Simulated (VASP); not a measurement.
# AlN (Cm) in VASP: a series of runs

Runs on AlN. Level: PBE. Tasks: single point.

All numbers are computed with VASP 6.6.1; they aren't measurements. Logs are shortened: lines on timing, memory, paths and dates and some standing lists are left out, and cuts for length are marked.

## Step 1: The cell of the first run

It takes space group Cm (No. 8, monoclinic). Conventional cell: a = 6.226 Å, b = 6.226 Å, c = 4.403 Å, α = 90.00°, β = 90.00°, γ = 90.00°. Al (site symmetry m) has 3 N at 1.67 to 2.15 Å within 2.2 Å. Al (site symmetry 1) has 4 N at 1.91 Å within 2.5 Å. Within 2.5 Å of Al (site symmetry m) lie 4 N at 1.91 Å. Within 2.5 Å of N (site symmetry m) lie 4 Al at 1.91 to 2.15 Å. N (site symmetry 1) has 4 Al at 1.67 to 1.91 Å within 2.2 Å. Within 2.5 Å of N (site symmetry m) lie 4 Al at 1.91 to 2.33 Å.

## Step 2: Single point, PBE (atom 1 (Al) moved by -0.126 Å along [1 1 0] and -0.504 Å along [0 0 1])

The input, INCAR:

```
SYSTEM = AlN
PREC = Accurate ; ENCUT = 520
EDIFF = 1E-6 ; ISMEAR = 0
SIGMA = 0.05 ; LREAL = .FALSE.
LASPH = .TRUE. ; NELM = 80
ALGO = Normal ; ISIF = 2
LWAVE = .FALSE. ; LCHARG = .FALSE.
GGA = PE ; NBANDS = 26
```

The input, KPOINTS:

```
regular mesh
0
G
  6 6 6
  0 0 0
```

The input, POSCAR:

```
AlN
1.0
    4.4025164325      0.0000000000      0.0000000000
    0.0000000000     -4.4025164325      0.0000000000
    0.0000000000      0.0000000000     -4.4025164325
Al N
4 4
Direct
   -0.0202373928      0.1144799816     -0.0202373928
    0.5000000000      0.5000000000      0.0000000000
    0.5000000000      0.0000000000      0.5000000000
    0.0000000000      0.5000000000      0.5000000000
    0.7500000000      0.7500000000      0.7500000000
    0.2500000000      0.2500000000      0.7500000000
    0.2500000000      0.7500000000      0.2500000000
    0.7500000000      0.2500000000      0.2500000000
```

Potentials or basis: VASP PAW PBE potentials, release 64 (Al, N).

Command:

```bash
> cat potpaw_PBE.64/Al/POTCAR potpaw_PBE.64/N/POTCAR > POTCAR
> mpirun -np 1 vasp_std > vasp.out
```

OUTCAR:

```text
SYSTEM = AlN
   PREC = Accurate
   ENCUT = 520
   EDIFF = 1E-6
   ISMEAR = 0
   LREAL = .FALSE.
   LASPH = .TRUE.
   NELM = 80
   ISIF = 2
   GGA = PE

 ion  position               nearest neighbor table
   1  0.980  0.114  0.980-   6 1.67   8 1.67   5 2.15   7 2.33   2 2.71   4 2.71   2 2.85   4 2.85
                             3 3.03   3 3.16   3 3.16   3 3.28
   2  0.500  0.500  0.000-   5 1.91   6 1.91   7 1.91   8 1.91   1 2.71   1 2.85   4 3.11   3 3.11
                             4 3.11   3 3.11   3 3.11   3 3.11   4 3.11   4 3.11
   3  0.500  0.000  0.500-   5 1.91   6 1.91   7 1.91   8 1.91   1 3.03   2 3.11   4 3.11   2 3.11
                             2 3.11   4 3.11   2 3.11   4 3.11   4 3.11   1 3.16   1 3.16   1 3.28
   4  0.000  0.500  0.500-   5 1.91   6 1.91   7 1.91   8 1.91   1 2.71   1 2.85   3 3.11   2 3.11
                             2 3.11   3 3.11   2 3.11   3 3.11   2 3.11   3 3.11
   5  0.750  0.750  0.750-   2 1.91   3 1.91   4 1.91   1 2.15
   6  0.250  0.250  0.750-   1 1.67   2 1.91   3 1.91   4 1.91
   7  0.250  0.750  0.250-   2 1.91   3 1.91   4 1.91   1 2.33
   8  0.750  0.250  0.250-   1 1.67   2 1.91   3 1.91   4 1.91

  LATTYP: Found a simple cubic cell.
 ALAT       =     4.4025164325

  Lattice vectors:

 A1 = (   4.4025164325,   0.0000000000,   0.0000000000)
 A2 = (   0.0000000000,  -4.4025164325,   0.0000000000)
 A3 = (   0.0000000000,   0.0000000000,  -4.4025164325)

Analysis of symmetry for initial positions (statically):
=====================================================================
 Subroutine PRICEL returns:
 Original cell was already a primitive cell.

 Routine SETGRP: Setting up the symmetry group for a
 simple cubic supercell.

 Subroutine GETGRP returns: Found  2 space group operations
 (whereof  2 operations were pure point group operations)
 out of a pool of 48 trial point group operations.

The static configuration has the point symmetry C_1h.

Analysis of symmetry for dynamics (positions and initial velocities):
=====================================================================
 Subroutine PRICEL returns:
 Original cell was already a primitive cell.

 Routine SETGRP: Setting up the symmetry group for a
 simple cubic supercell.

 Subroutine GETGRP returns: Found  2 space group operations
 (whereof  2 operations were pure point group operations)
 out of a pool of 48 trial point group operations.

The dynamic configuration has the point symmetry C_1h.

 Subroutine INISYM returns: Found  2 space group operations
 (whereof  2 operations are pure point group operations),
 and found     1 'primitive' translations

----------------------------------------------------------------------------------------

                                     Primitive cell

  volume of cell :      85.3302

  direct lattice vectors                    reciprocal lattice vectors
     4.402516432  0.000000000  0.000000000     0.227142821  0.000000000  0.000000000
     0.000000000 -4.402516432  0.000000000     0.000000000 -0.227142821  0.000000000
     0.000000000  0.000000000 -4.402516432     0.000000000  0.000000000 -0.227142821

  length of vectors
     4.402516432  4.402516432  4.402516432     0.227142821  0.227142821  0.227142821

  position of ions in fractional coordinates (direct lattice)
     0.979762607  0.114479982  0.979762607
     0.500000000  0.500000000  0.000000000
     0.500000000  0.000000000  0.500000000
     0.000000000  0.500000000  0.500000000
     0.750000000  0.750000000  0.750000000
     0.250000000  0.250000000  0.750000000
     0.250000000  0.750000000  0.250000000
     0.750000000  0.250000000  0.250000000

  ion indices of the primitive-cell ions
   primitive index   ion index
                 1           1
                 2           2
                 3           3
                 4           4
                 5           5
                 6           6
                 7           7
                 8           8

----------------------------------------------------------------------------------------

 KPOINTS: regular mesh

Automatic generation of k-mesh.
 Grid dimensions read from file:
 generate k-points for:    6    6    6

 Generating k-lattice:

  Cartesian coordinates                     Fractional coordinates (reciprocal lattice)
     0.037857137  0.000000000  0.000000000     0.166666667  0.000000000  0.000000000
     0.000000000 -0.037857137  0.000000000     0.000000000  0.166666667  0.000000000
     0.000000000  0.000000000 -0.037857137     0.000000000  0.000000000  0.166666667

  Length of vectors
     0.037857137  0.037857137  0.037857137

  Shift w.r.t. Gamma in fractional coordinates (k-lattice)
     0.000000000  0.000000000  0.000000000

 Subroutine IBZKPT returns following result:
 ===========================================

 Found     68 irreducible k-points:

 Following reciprocal coordinates:
            Coordinates               Weight
  0.000000  0.000000  0.000000      1.000000
  0.166667  0.000000  0.000000      4.000000
  0.000000  0.166667  0.000000      2.000000
  0.333333  0.000000  0.000000      4.000000
  0.000000  0.333333  0.000000      2.000000
  0.500000  0.000000  0.000000      2.000000
[... 16 lines left out ...]
 -0.333333  0.333333  0.000000      4.000000
 -0.333333  0.000000  0.333333      2.000000
 [... further k-points ...]
   k-points           NKPTS =     68   k-points in BZ     NKDIM =     68   number of bands    NBANDS=     26
   number of dos      NEDOS =    301   number of ions     NIONS =      8
   total plane-waves  NPLWV =  46656
   dimension x,y,z NGX =    36 NGY =   36 NGZ =   36
   dimension x,y,z NGXF=    72 NGYF=   72 NGZF=   72
   ions per type =               4   4
   NGX,Y,Z   is equivalent  to a cutoff of  13.59, 13.59, 13.59 a.u.
   NGXF,Y,Z  is equivalent  to a cutoff of  27.19, 27.19, 27.19 a.u.
 SYSTEM =  AlN
   PREC   = accura    normal or accurate (medium, high low for compatibility)
   ISTART =      0    job   : 0-new  1-cont  2-samecut
   ICHARG =      2    charge: 1-file 2-atom 10-const
   ISPIN  =      1    spin polarized calculation?
   LNONCOLLINEAR =      F non collinear calculations
   LSORBIT =      F    spin-orbit coupling
   LASPH  =      T    aspherical Exc in radial PAW
   ENCUT  =  520.0 eV  38.22 Ry    6.18 a.u.   8.19  8.19  8.19*2*pi/ulx,y,z
   NELM   =     80;   NELMIN=  2; NELMDL= -5     # of ELM steps
   EDIFF  = 0.1E-05   stopping-criterion for ELM
   LREAL  =      F    real-space projection
[... 7 lines left out ...]
   TEBEG  =    0.0;   TEEND  =   0.0 temperature during run
   PSTRESS=    0.0 pullay stress
   NELECT =      32.0000    total number of electrons
   NUPDOWN=      -1.0000    fix difference up-down
   EMIN   =  10.00;   EMAX   =-10.00  energy-range for DOS
   EFERMI =   0.00;   METHOD = LEGACY
   ISMEAR =     0;   SIGMA  =   0.05  broadening in eV -4-tet -1-fermi 0-gaus
   EFERMI_NEDOS =   21; number of points for ismear=-14 and -15
   IALGO  =     38    algorithm
   IMIX   =      4    mixing-type and parameters
     AMIX     =   0.40;   BMIX     =  1.00
     AMIX_MAG =   1.60;   BMIX_MAG =  1.00
  volume/ion in A,a.u.               =      10.67        71.98
  Fermi-wavevector in a.u.,A,eV,Ry     =   1.180567  2.230947 18.962951  1.393738
  Thomas-Fermi vector in A             =   2.316857
   LORBIT       =      0    0 simple, 1 ext, 2 COOP (PROOUT), +10 PAW based schemes
   GGA     = PE    functional components
   LHFCALC =     F    Hartree Fock is set to
   AEXX    =    0.0000 exact exchange contribution
   IVDW    =     0    specifies the selected vdW correction
   LEPSILON=     F    determine dielectric tensor
   LRPA    =     F    only Hartree local field effects (RPA)
 non-spin polarized calculation
 Gauss-broadening in eV      SIGMA  =   0.05
  energy-cutoff  :      520.00
  volume of cell :       85.33
 maximum number of plane-waves:      2325
 NGX is ok and might be reduce to    36
   NGX = 17   NGY = 17   NGZ = 17

 number of electron      31.9999997 magnetization

 Free energy of the ion-electron system (eV)
  ---------------------------------------------------
  ext. energy  EPLUGINS =         0.00000000
  ---------------------------------------------------
  free energy    TOTEN  =       -57.05042922 eV

  energy without entropy =      -57.05042922  energy(sigma->0) =      -57.05042922

 E-fermi :   6.7901     XC(G=0): -10.8228

 val. band max:        6.5642111871   @ k =   0.5000   0.5000   0.5000
 cond. band min:       7.4857191044   @ k =   0.0000   0.0000   0.0000
 fundamental gap:      0.9215079172
 Fermi energy:         6.7900960046

 k-point     1 :       0.0000    0.0000    0.0000
  band No.  band energies     occupation
      1      -9.4468      2.00000
      2      -7.4246      2.00000
      3      -6.4472      2.00000
      4      -5.7364      2.00000
      5       0.4569      2.00000
      6       0.6267      2.00000
[... 18 lines left out ...]
     25      18.0300      0.00000
     26      18.2018      0.00000

 k-point     2 :       0.1667    0.0000    0.0000
  band No.  band energies     occupation
      1      -9.3239      2.00000
      2      -7.5438      2.00000
      3      -6.4428      2.00000
      4      -5.8277      2.00000
      5       0.6226      2.00000
      6       0.8204      2.00000
[... 18 lines left out ...]
     25      17.9061      0.00000
     26      18.2923      0.00000

 k-point     3 :       0.0000    0.1667    0.0000
  band No.  band energies     occupation
      1      -9.3473      2.00000
      2      -7.4153      2.00000
      3      -6.6367      2.00000
      4      -5.7330      2.00000
      5       0.6017      2.00000
      6       0.7492      2.00000
[... 572 lines left out ...]
 k-point    23 :      -0.3333    0.3333    0.0000
  band No.  band energies     occupation
      1      -8.6947      2.00000
      2      -7.8136      2.00000
      3      -6.8110      2.00000
      4      -6.0346      2.00000
      5       0.7322      2.00000
      6       1.2548      2.00000
[... 18 lines left out ...]
     25      16.1318      0.00000
     26      16.4774      0.00000

 k-point    24 :      -0.3333    0.0000    0.3333
  band No.  band energies     occupation
      1      -8.5849      2.00000
      2      -7.9878      2.00000
      3      -6.6371      2.00000
      4      -6.1786      2.00000
      5       0.5619      2.00000
      6       1.0162      2.00000
[... 18 lines left out ...]
     25      16.5987      0.00000
     26      16.7841      0.00000

 [... further k-points ...]
[... 5 lines left out ...]
  --------------------------------------------------------------------------------------
  -------------------------------------------------------------------------------------
  Total        6.5545671     -1.4209893      6.5545671      0.2404664     -0.2404664      5.2724527
  in kB      123.0698400    -26.6807737    123.0698400      4.5150445     -4.5150441     98.9966096
  external PRESSURE =      73.1529688 kB  Pullay stress =       0.0000000 kB

 VOLUME and BASIS-vectors are now :
 -----------------------------------------------------------------------------
  energy-cutoff  :      520.00
  volume of cell :       85.33
      direct lattice vectors                 reciprocal lattice vectors
     4.402516432  0.000000000  0.000000000     0.227142821  0.000000000  0.000000000
     0.000000000 -4.402516432  0.000000000     0.000000000 -0.227142821  0.000000000
     0.000000000  0.000000000 -4.402516432     0.000000000  0.000000000 -0.227142821

 POSITION                                       TOTAL-FORCE (eV/Angst)
 -----------------------------------------------------------------------------------
      4.31342     -0.50400     -4.31342         0.392893      8.103889     -0.392893
      2.20126     -2.20126      0.00000        -0.608497     -2.255331     -0.374316
      2.20126      0.00000     -2.20126        -0.441807      1.486051      0.441807
      0.00000     -2.20126     -2.20126         0.374316     -2.255331      0.608497
      3.30189     -3.30189     -3.30189         0.161465     -0.755934     -0.161465
      1.10063     -1.10063     -3.30189         2.574761     -1.979593      2.367195
      1.10063     -3.30189     -1.10063        -0.085935     -0.364158      0.085935
      3.30189     -1.10063     -1.10063        -2.367195     -1.979593     -2.574761
 -----------------------------------------------------------------------------------
    total drift:                                0.000061     -0.000013     -0.000061

  FREE ENERGIE OF THE ION-ELECTRON SYSTEM (eV)
  ---------------------------------------------------
  free  energy   TOTEN  =       -57.0504292191 eV

  energy  without entropy=      -57.0504292191  energy(sigma->0) =      -57.05042922
```

Wall time 2.2 min (1 thread of Intel Xeon Platinum 8375C at 2.90GHz (Ice Lake), shared host); peak memory 0.26 GiB.

What came out:

| Quantity | Value |
| --- | --- |
| Free energy | -57.0504 eV |
| Pressure | 7.3 GPa |
| Largest force | 8.123 eV/Å |
| Band gap on the k mesh | 0.92 eV (least direct gap 1.01 eV) |

Forces on the atoms (eV/Å):
```
Al   0.393  8.104 -0.393
Al  -0.608 -2.255 -0.374
Al  -0.442  1.486  0.442
Al   0.374 -2.255  0.608
N    0.161 -0.756 -0.161
N    2.575 -1.980  2.367
N   -0.086 -0.364  0.086
N   -2.367 -1.980 -2.575
```

Stress tensor (GPa, compression positive):
```
12.31  0.45  9.90
 0.45 -2.67 -0.45
 9.90 -0.45 12.31
```

Caveat: the cell differs from its parent crystal (atom 1 (Al) moved by -0.126 Å along [1 1 0] and -0.504 Å along [0 0 1]); the stress differs along the axes, from -3 to 12 GPa; forces of over 1 eV/Å act on the atoms, so gaps and moduli don't describe the material at rest.

## Step 3: Single point, PBE (atom 1 (Al) moved by -0.252 Å along [1 1 0] and +0.630 Å along [0 0 1])

The input, INCAR:

```
PREC     = Accurate       # precision mode
ENCUT    = 520            # plane-wave cutoff, eV
EDIFF    = 1E-6           # SCF threshold, eV
ISMEAR   = 0              # smearing method
SIGMA    = 0.05           # smearing width, eV
LREAL    = False          # projectors in reciprocal space
LASPH    = True           # aspherical terms in the spheres
NELM     = 100            # most SCF steps
ALGO     = Normal         # electronic algorithm
ISIF     = 2              # what is computed and relaxed
LWAVE    = False          # write WAVECAR
LCHARG   = False          # write CHGCAR
GGA      = PE             # functional
NBANDS   = 26             # bands
```

The input, KPOINTS:

```
Automatic mesh
0
Gamma
  6 6 6
```

Edit POSCAR of step 2 so:

```diff
@@ -8,3 +8,3 @@
 Direct
-   -0.0202373928      0.1144799816     -0.0202373928
+   -0.0404747856     -0.1430999769     -0.0404747856
     0.5000000000      0.5000000000      0.0000000000
```

Potentials or basis: VASP PAW PBE potentials, release 64 (Al, N).

Command:

```bash
> cat potpaw_PBE.64/Al/POTCAR potpaw_PBE.64/N/POTCAR > POTCAR
> mpirun -np 1 vasp_std > vasp.out
```

OUTCAR:

```text
PREC = Accurate
   ENCUT = 520
   EDIFF = 1E-6
   ISMEAR = 0
   LREAL = False
   LASPH = True
   NELM = 100
   ISIF = 2
   GGA = PE

 ion  position               nearest neighbor table
   1  0.960  0.857  0.960-   5 1.39   7 1.87   6 2.34   8 2.34   2 2.57   4 2.57   2 2.86   4 2.86
                             3 2.93   3 3.19   3 3.19
   2  0.500  0.500  0.000-   5 1.91   6 1.91   7 1.91   8 1.91   1 2.57   1 2.86   4 3.11   3 3.11
[... 917 lines left out ...]
  Total       16.0907312     -0.0166647     16.0907312     -7.3836645      7.3836642    -14.0536496
  in kB      302.1227336     -0.3128989    302.1227336   -138.6371363    138.6371311   -263.8740894
  external PRESSURE =     201.3108561 kB  Pullay stress =       0.0000000 kB

 VOLUME and BASIS-vectors are now :
 -----------------------------------------------------------------------------
  energy-cutoff  :      520.00
  volume of cell :       85.33
      direct lattice vectors                 reciprocal lattice vectors
     4.402516432  0.000000000  0.000000000     0.227142821  0.000000000  0.000000000
     0.000000000 -4.402516432  0.000000000     0.000000000 -0.227142821  0.000000000
     0.000000000  0.000000000 -4.402516432     0.000000000  0.000000000 -0.227142821

 POSITION                                       TOTAL-FORCE (eV/Angst)
 -----------------------------------------------------------------------------------
      4.22433     -3.77252     -4.22433        17.537415    -13.919272    -17.537415
      2.20126     -2.20126      0.00000        -1.106767      2.693735     -0.477194
      2.20126      0.00000     -2.20126        -0.666023     -1.645420      0.666023
      0.00000     -2.20126     -2.20126         0.477194      2.693735      1.106767
      3.30189     -3.30189     -3.30189       -15.729109      8.664092     15.729109
      1.10063     -1.10063     -3.30189        -0.246834      0.382144      0.107323
      1.10063     -3.30189     -1.10063        -0.158552      0.748843      0.158552
      3.30189     -1.10063     -1.10063        -0.107323      0.382144      0.246834
 -----------------------------------------------------------------------------------
    total drift:                                0.000515     -0.000166     -0.000515

  FREE ENERGIE OF THE ION-ELECTRON SYSTEM (eV)
  ---------------------------------------------------
  free  energy   TOTEN  =       -53.0923768178 eV

  energy  without entropy=      -53.0923768178  energy(sigma->0) =      -53.09237682
```

OSZICAR:

```text
N       E                     dE             d eps       ncg     rms          rms(c)
DAV:   1     0.117441509385E+03    0.11744E+03   -0.14643E+04  3536   0.110E+03
DAV:   2    -0.539121364507E+02   -0.17135E+03   -0.16064E+03  4678   0.230E+02
DAV:   3    -0.640574132315E+02   -0.10145E+02   -0.10085E+02  4742   0.584E+01
DAV:   4    -0.641532757149E+02   -0.95862E-01   -0.95798E-01  4320   0.640E+00
DAV:   5    -0.641546437742E+02   -0.13681E-02   -0.13676E-02  4752   0.764E-01    0.187E+01
DAV:   6    -0.531596364702E+02    0.10995E+02   -0.32296E+01  4530   0.317E+01    0.710E+00
DAV:   7    -0.531438259291E+02    0.15811E-01   -0.18188E+00  4396   0.732E+00    0.417E+00
DAV:   8    -0.530942881302E+02    0.49538E-01   -0.11144E-01  4524   0.240E+00    0.126E+00
DAV:   9    -0.530919052167E+02    0.23829E-02   -0.23894E-02  4824   0.107E+00    0.396E-01
DAV:  10    -0.530922807492E+02   -0.37553E-03   -0.39949E-03  4532   0.437E-01    0.191E-01
DAV:  11    -0.530923526471E+02   -0.71898E-04   -0.62288E-04  4486   0.202E-01    0.817E-02
DAV:  12    -0.530923782434E+02   -0.25596E-04   -0.29348E-04  4280   0.104E-01    0.321E-02
DAV:  13    -0.530923765932E+02    0.16502E-05   -0.22361E-05  4644   0.447E-02    0.831E-03
DAV:  14    -0.530923768178E+02   -0.22463E-06   -0.63892E-06  4052   0.163E-02
   1 F= -.53092377E+02 E0= -.53092377E+02  d E =-.397881E-13
```

stdout:

```text
POSCAR found type information on POSCAR AlN
 POSCAR found :  2 types and       8 ions
 scaLAPACK will be used
 LDA part: xc-table for (Slater+PW92), standard interpolation
 POSCAR, INCAR and KPOINTS ok, starting setup
 FFT: planning ... GRIDC
 FFT: planning ... GRID_SOFT
 FFT: planning ... GRID
 WAVECAR not read
 entering main loop
```

Wall time 2.5 min (1 thread of Intel Xeon Platinum 8375C at 2.90GHz (Ice Lake), shared host); peak memory 0.26 GiB.

Results:

* Free energy: -53.0924 eV
* Pressure: 20.1 GPa
* Largest force: 28.441 eV/Å
* Band gap on the k mesh: 0.96 eV (least direct gap 1.10 eV)

Forces on the atoms (eV/Å):
```
Al   17.537 -13.919 -17.537
Al   -1.107   2.694  -0.477
Al   -0.666  -1.645   0.666
Al    0.477   2.694   1.107
N   -15.729   8.664  15.729
N    -0.247   0.382   0.107
N    -0.159   0.749   0.159
N    -0.107   0.382   0.247
```

Caveat: the cell differs from its parent crystal (atom 1 (Al) moved by -0.252 Å along [1 1 0] and +0.630 Å along [0 0 1]); the stress differs along the axes, from -0 to 30 GPa; forces of over 1 eV/Å act on the atoms, so gaps and moduli don't describe the material at rest. A k mesh can miss the band edges.

(Continued in part 2 of 2.)
